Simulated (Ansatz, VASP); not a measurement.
One calculation of SiC5, two programs

INCAR

```
SYSTEM = SiC5
ALGO     = Normal         ! electronic algorithm
EDIFF    = 1E-7           ! SCF threshold, eV
EDIFFG   = -0.04          ! ionic threshold
ENCUT    = 600            ! plane-wave cutoff, eV
GGA      = PE             ! functional
IBRION   = 2              ! ionic algorithm
ISIF     = 3              ! what is computed and relaxed
ISMEAR   = 0              ! smearing method
LASPH    = .True.         ! aspherical terms in the spheres
LCHARG   = .False.        ! write CHGCAR
LREAL    = .False.        ! projectors in reciprocal space
LWAVE    = .False.        ! write WAVECAR
NELM     = 60             ! most SCF steps
NSW      = 90             ! ionic steps
PREC     = Accurate       ! precision mode
SIGMA    = 0.1            ! smearing width, eV
```

The input KPOINTS:

```
k-points
0
Gamma
  6 6 4
  0 0 0
```

File POSCAR:

```
SiC5
1.0
    4.4056632600      0.0000000000      0.0000000000
   -2.2028316300      3.8154163000      0.0000000000
    0.0000000000      0.0000000000      4.1929650800
Si C
1 5
Direct
    0.0000000000      0.0000000000      0.5000000000
    0.3333333300      0.6666666700      0.5000000000
    0.0000000000      0.6707944300      0.0000000000
    0.6707944300      0.0000000000      0.0000000000
    0.3292055700      0.3292055700      0.0000000000
    0.6666666700      0.3333333300      0.5000000000
```

Input for Ansatz:

```yaml
crystal:
  lattice:
    - [4.40566326, 0.0, 0.0]
    - [-2.20283163, 3.8154163, 0.0]
    - [0.0, 0.0, 4.19296508]
  atoms:
    - { symbol: Si, position: [0.0, 0.0, 0.5] }
    - { symbol: C, position: [0.33333333, 0.66666667, 0.5] }
    - { symbol: C, position: [0.0, 0.67079443, 0.0] }
    - { symbol: C, position: [0.67079443, 0.0, 0.0] }
    - { symbol: C, position: [0.32920557, 0.32920557, 0.0] }
    - { symbol: C, position: [0.66666667, 0.33333333, 0.5] }
basis:
  ecutwfc: 420
kpoints:
  mp_grid: { grid: [6, 6, 4] }
hamiltonian:
  xc: pbe
scf:
  occupations: { method: gaussian, width: 0.1 }
  lower_state_search: "off"
output:
  forces: true
  stress: true
  eigenvalues: true
relax:
  adjacent_minimum: "off"
  f_tol: 0.04
  max_steps: 70
  cell: { stress_tol: 0.4 }
```

Change from the starting cell: species swapped into the MgAu5 type (P-62m, No. 189).

Alike in both runs: task relaxation of cell and atoms; functional PBE; k mesh 6 × 6 × 4; occupations gaussian, width 0.1 eV; no spin polarisation.

|  | VASP | Ansatz |
| --- | --- | --- |
| version | VASP 6.6.1 | Ansatz 0.2.0 |
| potentials or method | VASP PAW PBE potentials, release 64 (Si, C), cutoff 600 eV | scalar-relativistic, plane waves, PAW |
| valence electrons in the cell | 24 | 24 |

|  | VASP | Ansatz | Ansatz less VASP |
| --- | --- | --- | --- |
| gap on the k mesh at the Fermi level, each at its own relaxed structure (eV) | none | none | - |
| relaxed volume (Å³/atom) | 10.74 | 13.80 | +3.056 |
| relaxed cell length with the largest relative difference (Å) | 5.780 | 7.436 | +1.6568 |

A gap of «none» marks a metal or a gap that the smearing closes. One of these differences is far larger than is usual between the two programs; its cause wasn't traced.

The k mesh is coarse, so the values compare programs but aren't converged.
